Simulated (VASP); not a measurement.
Here is a VASP 6.6.1 calculation.

INCAR

```
SYSTEM = Be
  ALGO = Normal
  EDIFF = 1E-7
  EDIFFG = -0.01
  ENCUT = 600
  GGA = PE
  GGA_COMPAT = .FALSE.
  IBRION = 2
  ISIF = 3
  ISMEAR = 1
  LASPH = .TRUE.
  LCHARG = .FALSE.
  LREAL = .FALSE.
  LWAVE = .FALSE.
  NELM = 120
  NELMIN = 4
  NSW = 80
  PREC = Accurate
  PSTRESS = 300.0
  SIGMA = 0.05
```

Contents of KPOINTS:

```
k-points
0
G
  12 12 12
  0 0 0
```

The input POSCAR:

```
Be
1.0
    0.0000000000      1.5950000000      1.5950000000
    1.5950000000      0.0000000000      1.5950000000
    1.5950000000      1.5950000000      0.0000000000
Be
1
Direct
    0.0000000000      0.0000000000      0.0000000000
```

Potentials or basis: VASP PAW PBE potentials, release 64 (Be).

Command:

```bash
$ cat potpaw_PBE.64/Be/POTCAR > POTCAR
$ mpirun -np 1 vasp_std > vasp.out
```

Problem. What does it give for the band gap on the k mesh?

Solution. Zero (bands 1 and 2 overlap by 0.47 eV).

Problem. Estimate the space group after relaxing (to 0.1 Å).

Solution. Fm-3m (No. 225).

Step by step:
| step | energy change (eV) | largest force (eV/Å) | pressure (GPa) | volume (Å³) |
| --- | --- | --- | --- | --- |
| 1 | 0.0000 | 0.0000 | -3.29 | 8.12 |
| 2 | 0.1679 | 0.0000 | 39.91 | 6.29 |
| 3 | 0.1079 | 0.0000 | 30.04 | 6.57 |

Caveat: the cell is relaxed towards a set pressure, so the run minimises the enthalpy, not the energy; the volume moved by over 15 % at a fixed basis, so the end points are rough.
